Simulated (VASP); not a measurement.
Write the native input for VASP 6.6.1 that does the following.

```
Task                   : single point
Functional             : PBEsol
Potentials or basis    : VASP PAW PBE potentials, release 64 (Si, Ge_d)
Cutoff                 : 520 eV
k mesh                 : 2 × 2 × 2
Occupations            : gaussian, width 0.05 eV
Spin                   : no spin polarisation
Dipole correction      : no
Further INCAR settings : LREAL = Auto; ALGO = Normal; EDIFF = 1e-06; NBANDS = 53
```

The structure of Si16Ge (a cell with a defect) lies in POSCAR:

```
Si16Ge
1.0
    0.0000000000      5.4300000000      5.4300000000
    5.4300000000      0.0000000000      5.4300000000
    5.4300000000      5.4300000000      0.0000000000
Si Ge
16 1
Direct
   -0.0045681400      0.0047421731     -0.0046819521
    0.1209688766      0.1371325967      0.1209651934
   -0.0045128913      0.0047364641      0.5041832413
    0.1273218232      0.1244763352      0.6239612339
   -0.0002919890      0.5009000921     -0.0007676796
    0.1212036832      0.6211874770      0.1211381215
   -0.0044397790      0.4958515654      0.5041348066
    0.1213667587      0.6215430018      0.6356275322
    0.5043567219      0.0047432781     -0.0046600368
    0.6240729282      0.1244406998      0.1272791897
    0.4999516575      0.0001466851      0.4998818600
    0.6241355433      0.1245114180      0.6239900552
    0.5043248619      0.4958023941     -0.0046042357
    0.6360619705      0.6213790976      0.1211986188
    0.5042662063      0.4959093002      0.5040999079
    0.6241879374      0.6274444751      0.6240389503
    0.2495543278      0.7513370166      0.2489117864
```

The input as run:

INCAR

```
SYSTEM = Si16Ge
PREC = Accurate
ENCUT = 520
EDIFF = 1E-6
ISMEAR = 0
SIGMA = 0.05
LREAL = Auto
LASPH = .TRUE.
NELM = 100
ALGO = Normal
ISIF = 2
LWAVE = .FALSE.
LCHARG = .TRUE.
GGA = PS
LELF = .TRUE.
LVHAR = .TRUE.
NBANDS = 53
```

KPOINTS

```
Automatic mesh
0
G
  2 2 2
  0 0 0
```

Potentials or basis: VASP PAW PBE potentials, release 64 (Si, Ge_d).

Launch:

```sh
$ cat potpaw_PBE.64/Si/POTCAR potpaw_PBE.64/Ge_d/POTCAR > POTCAR
$ mpirun -np 1 vasp_std > vasp.out
```

Results of the run:

```yaml
Pressure: 4.7 GPa
Largest_force: 0.023 eV/Å
Band_gap_on_the_k_mesh: zero (bands 39 and 40 overlap by 0.31 eV)
```

Caveat: the k points lie up to 0.50 Å⁻¹ apart; the PAW data sets were made with another functional, which shifts forces and pressure a little.

It took 96 s on 1 thread of Intel(R) Xeon(R) 6975P-C (Granite Rapids) (shared host), peak memory 0.48 GiB.
